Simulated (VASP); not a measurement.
Input of a VASP 6.6.1 run:

The input INCAR:

```
SYSTEM = HfC
  PREC = Accurate
  ENCUT = 600
  EDIFF = 1E-6
  ISMEAR = -1
  SIGMA = 0.05
  LREAL = .FALSE.
  LASPH = .TRUE.
  NELM = 80
  ALGO = Normal
  ISIF = 3
  LWAVE = .FALSE.
  LCHARG = .FALSE.
  GGA = PS
  IBRION = 2
  NSW = 80
  EDIFFG = -0.02
```

File KPOINTS:

```
Automatic mesh
0
G
  10 10 10
  0 0 0
```

File POSCAR:

```
HfC
1.0
    0.0000000000      2.3250000000      2.3250000000
    2.3250000000      0.0000000000      2.3250000000
    2.3250000000      2.3250000000      0.0000000000
Hf C
1 1
Direct
    0.5000000000      0.5000000000      0.5000000000
    0.0000000000      0.0000000000      0.0000000000
```

Potentials or basis: VASP PAW PBE potentials, release 64 (Hf_pv, C).

Launch:

```sh
$ cat potpaw_PBE.64/Hf_pv/POTCAR potpaw_PBE.64/C/POTCAR > POTCAR
$ mpirun -np 1 vasp_std > vasp.out
```

Problem. Predict the space group after relaxing (to 0.05 Å).

Solution. Fm-3m (No. 225).

Problem. Predict the relaxed volume.

Solution. 12.21 Å³/atom.

Step by step:
```
step  energy change (eV)  largest force (eV/Å)  pressure (GPa)  volume (Å³)
   1              0.0000                0.0000           -7.04        25.14
   2              0.0371                0.0000           14.57        23.18
   3             -0.0164                0.0000           -0.18        24.42
```

Caveat: the PAW data sets were made with another functional, which shifts forces and pressure a little.
